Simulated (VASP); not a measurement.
Write the native input for VASP 6.6.1 that does the following.

```
Task                   : single point
Functional             : PBE
Potentials or basis    : VASP PAW PBE potentials, release 64 (K_sv, C)
Cutoff                 : 520 eV
k mesh                 : 6 × 6 × 6
Occupations            : gaussian, width 0.1 eV
Spin                   : no spin polarisation
Dipole correction      : no
Further INCAR settings : ALGO = Normal; EDIFF = 1e-06; NBANDS = 16
```

The structure of KC2 lies in POSCAR:

```
KC2
1.0
   -2.1872352229      2.1872352229      3.6797713335
    2.1872352229     -2.1872352229      3.6797713335
    2.1872352229      2.1872352229     -3.6797713335
K C
1 2
Direct
    0.0000000000      0.0000000000      0.0000000000
    0.5856902737      0.5856902737      0.0000000000
    0.4143097263      0.4143097263      0.0000000000
```

The input as run:

INCAR

```
PREC = Accurate ; ENCUT = 520
EDIFF = 1E-6 ; ISMEAR = 0
SIGMA = 0.1 ; LREAL = F
LASPH = T ; NELM = 60
ALGO = Normal ; ISIF = 2
LWAVE = F ; LCHARG = F
GGA = PE ; NBANDS = 16
```

KPOINTS

```
regular mesh
0
Gamma
  6 6 6
```

Potentials or basis: VASP PAW PBE potentials, release 64 (K_sv, C).

Launch:

```bash
$ cat potpaw_PBE.64/K_sv/POTCAR potpaw_PBE.64/C/POTCAR > POTCAR
$ mpirun -np 1 vasp_std > vasp.out
```

Results of the run:

* Pressure: 0.2 GPa
* Largest force: 0.105 eV/Å

Wall time 24 s on 1 thread of Intel(R) Xeon(R) Platinum 8488C (Sapphire Rapids) (shared host), peak memory 0.21 GiB.
